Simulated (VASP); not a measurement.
Write the native input for VASP 6.6.1 that does the following.

| Item | Value |
| --- | --- |
| Task | single point |
| Functional | PBE |
| Potentials or basis | VASP PAW PBE potentials, release 64 (Ti_sv, Te, As) |
| Cutoff | 520 eV |
| k mesh | 6 × 6 × 6 |
| Occupations | gaussian, width 0.1 eV |
| Spin | no spin polarisation |
| Dipole correction | no |
| Further INCAR settings | ALGO = Normal; EDIFF = 1e-07; NBANDS = 28 |

The structure of Ti2TeAs2 lies in POSCAR:

```
Ti2TeAs2
1.0
   -2.2080158500      2.2080158500      5.7341587300
    2.2080158500     -2.2080158500      5.7341587300
    2.2080158500      2.2080158500     -5.7341587300
Ti Te As
2 1 2
Direct
    0.7500000000      0.2500000000      0.5000000000
    0.2500000000      0.7500000000      0.5000000000
    0.0000000000      0.0000000000      0.0000000000
    0.6166755600      0.6166755600      0.0000000000
    0.3833244400      0.3833244400      0.0000000000
```

The cell was generated, and may not be a known phase.

One way to write it, as run:

INCAR

```
SYSTEM = Ti2TeAs2
  PREC = Accurate
  ENCUT = 520
  EDIFF = 1E-7
  ISMEAR = 0
  SIGMA = 0.1
  LREAL = .FALSE.
  LASPH = .TRUE.
  NELM = 60
  ALGO = Normal
  ISIF = 2
  LWAVE = .FALSE.
  LCHARG = .FALSE.
  GGA = PE
  NBANDS = 28
```

KPOINTS

```
regular mesh
0
G
  6 6 6
  0 0 0
```

Potentials or basis: VASP PAW PBE potentials, release 64 (Ti_sv, Te, As).

The run is started by

```sh
$ cat potpaw_PBE.64/Ti_sv/POTCAR potpaw_PBE.64/Te/POTCAR potpaw_PBE.64/As/POTCAR > POTCAR
$ mpirun -np 1 vasp_std > vasp.out
```

It gave:

The pressure is -5.8 GPa. The largest force is 1.382 eV/Å and the band gap on the k mesh is zero (bands 20 and 21 overlap by 0.44 eV).

Caveat: the stress differs along the axes, from -14 to -2 GPa; spin-orbit coupling is left out, which moves the levels of the heavy elements; forces of over 1 eV/Å act on the atoms, so gaps and moduli don't describe the material at rest.

It took 2.8 min on 1 thread of Intel(R) Xeon(R) 6975P-C (Granite Rapids), with other jobs on the host, peak memory 0.41 GiB.
